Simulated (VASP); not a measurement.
A run of VASP 6.6.1 is set up as follows.

File INCAR:

```
SYSTEM = SiC
PREC = Accurate
ENCUT = 520
EDIFF = 1E-8
ISMEAR = 0
SIGMA = 0.05
LREAL = .False.
LASPH = .True.
NELM = 60
ALGO = Normal
ISIF = 2
LWAVE = .False.
LCHARG = .False.
METAGGA = R2SCAN
LMIXTAU = .True.
IBRION = 6
NFREE = 2
POTIM = 0.015
NSW = 1
```

File KPOINTS:

```
Automatic mesh
0
Gamma
  12 12 12
  0 0 0
```

The input POSCAR:

```
SiC
1.0
    0.0000000000      2.1740000000      2.1740000000
    2.1740000000      0.0000000000      2.1740000000
    2.1740000000      2.1740000000      0.0000000000
Si C
1 1
Direct
    0.0000000000      0.0000000000      0.0000000000
    0.7500000000      0.7500000000      0.7500000000
```

Potentials or basis: VASP PAW PBE potentials, release 64 (Si, C).

Command:

```console
$ cat potpaw_PBE.64/Si/POTCAR potpaw_PBE.64/C/POTCAR > POTCAR
$ mpirun -np 1 vasp_std > vasp.out
```

(1) What does it give for the highest phonon frequency at Γ, LO-TO splitting left out?

Answers

(1) 803 cm⁻¹.

Caveat: the cell differs from its parent crystal (zone-centre modes of this cell by finite displacements); the cell wasn't relaxed at this level first, which shifts response properties.
